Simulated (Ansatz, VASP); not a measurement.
Two plane-wave programs on ZrB2

Contents of INCAR:

```
SYSTEM = ZrB2
PREC     = Accurate       ! precision mode
ENCUT    = 520            ! plane-wave cutoff, eV
EDIFF    = 1E-7           ! SCF threshold, eV
ISMEAR   = -1             ! smearing method
SIGMA    = 0.05           ! smearing width, eV
LREAL    = .FALSE.        ! projectors in reciprocal space
LASPH    = .TRUE.         ! aspherical terms in the spheres
NELM     = 150            ! most SCF steps
ALGO     = Normal         ! electronic algorithm
ISIF     = 2              ! what is computed and relaxed
LWAVE    = .FALSE.        ! write WAVECAR
LCHARG   = .FALSE.        ! write CHGCAR
MAGMOM   = 0 0 0 0 0 0 0 0 0 ! initial moments
LORBIT   = 11             ! projections on sites
LSORBIT  = .TRUE.         ! spin-orbit coupling
GGA_COMPAT= .FALSE.      
LORBMOM  = .TRUE.       
LMAXMIX  = 4              ! l up to which the mixer works
GGA      = PS             ! functional
NBANDS   = 31             ! bands
```

File KPOINTS:

```
regular mesh
0
G
  7 7 6
  0 0 0
```

File POSCAR:

```
ZrB2
1.0
    3.1700000000      0.0000000000      0.0000000000
   -1.5850000000      2.7453005300      0.0000000000
    0.0000000000      0.0000000000      3.5330000000
Zr B
1 2
Direct
    0.0000000000      0.0000000000      0.0000000000
    0.6666666667      0.3333333333      0.5000000000
    0.3333333333      0.6666666667      0.5000000000
```

Contents of input.yaml:

```yaml
crystal:
  lattice:
    - [3.17, 0.0, 0.0]
    - [-1.585, 2.74530053, 0.0]
    - [0.0, 0.0, 3.533]
  atoms:
    - { symbol: Zr, position: [0.0, 0.0, 0.0] }
    - { symbol: B, position: [0.6666666667, 0.3333333333, 0.5] }
    - { symbol: B, position: [0.3333333333, 0.6666666667, 0.5] }
hamiltonian:
  xc: pbesol
  pseudopotentials: { kind: paw_fr }
magnetization:
  noncollinear: true
  spin_orbit: true
kpoints:
  mp_grid: { grid: [7, 7, 6] }
  band_path:
    path:
      - [[0.0, 0.0, 0.0], [0.5, 0.0, 0.0], [0.3333333333, 0.3333333333, 0.0], [0.0, 0.0, 0.0], [0.0, 0.0, 0.5], [0.5, 0.0, 0.5], [0.3333333333, 0.3333333333, 0.5], [0.0, 0.0, 0.5]]
      - [[0.5, 0.0, 0.5], [0.5, 0.0, 0.0]]
      - [[0.3333333333, 0.3333333333, 0.0], [0.3333333333, 0.3333333333, 0.5]]
    npoints: 14
scf:
  occupations: { method: fermi_dirac, width: 0.05 }
  n_extra_bands: 7
output:
  forces: true
  stress: true
  eigenvalues: true
  fatbands: true
```

Alike in both runs: functional PBEsol; k mesh 7 × 7 × 6; occupations fermi-dirac, width 0.05 eV; non-collinear spin, spin-orbit coupling.

```csv
,VASP,Ansatz
version,VASP 6.6.1,Ansatz 0.2.0
potentials or method,"VASP PAW PBE potentials, release 64 (Zr_sv, B)",Ansatz PAW
plane-wave cutoff (eV),520,420
valence electrons in the cell,18,18
task,single point,band structure
```

Ansatz gave:

```
pressure (GPa)                                                : -4.1
traceless stress, the component that is largest in VASP (GPa) : -0.67
net moment per atom (μB)                                      : 0.00
```

Question: Estimate VASP's values.

Answer: Pressure (GPa): -3.7; traceless stress, the component that is largest in VASP (GPa): -0.66; net moment per atom (μB): 0.00.

VASP's potentials were made for PBE, not for PBEsol.
